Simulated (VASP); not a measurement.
Wanted: the native input for a VASP 6.6.1 run.

- Task: single point
- Functional: PBE
- Potentials or basis: VASP PAW PBE potentials, release 64 (Sb)
- Cutoff: 520 eV
- k mesh: 8 × 4 × 4
- Occupations: gaussian, width 0.2 eV
- Spin: no spin polarisation
- Dipole correction: no
- Further INCAR settings: ALGO = Normal; EDIFF = 1e-07; NBANDS = 18

The structure of Sb lies in POSCAR:

```
Sb
1.0
    2.1990779485      2.1986036236      0.0000000000
    0.0000000000      0.0000000000     -6.2187955254
   -4.3981558971      4.3972072472      0.0000000000
Sb
4
Direct
    0.0000000000      0.0000000000      0.0000000000
    0.0000000000      0.5000000000      0.0000000000
    1.0000000000      1.0000000000      0.5000000000
    1.0000000000      0.5000000000      0.5000000000
```

This isn't the form of Sb at room conditions, which is rhombohedral.

These files were run (other wordings do the same):

INCAR

```
  PREC = Accurate
  ENCUT = 520
  EDIFF = 1E-7
  ISMEAR = 0
  SIGMA = 0.2
  LREAL = F
  LASPH = T
  NELM = 60
  ALGO = Normal
  ISIF = 2
  LWAVE = F
  LCHARG = T
  GGA = PE
  LELF = T
  LVHAR = T
  NBANDS = 18
```

KPOINTS

```
regular mesh
0
Gamma
  8 4 4
```

Potentials or basis: VASP PAW PBE potentials, release 64 (Sb).

The run is started by

```console
$ cat potpaw_PBE.64/Sb/POTCAR > POTCAR
$ mpirun -np 1 vasp_std > vasp.out
```

Results of the run:

The pressure is 0.2 GPa and the band gap on the k mesh is zero (bands 10 and 11 overlap by 5.23 eV).

Caveat: spin-orbit coupling is left out, which moves the levels of the heavy elements.

It took 33 s on 1 thread of AMD EPYC 9R45 (Zen 5), with other jobs on the host, peak memory 0.23 GiB.
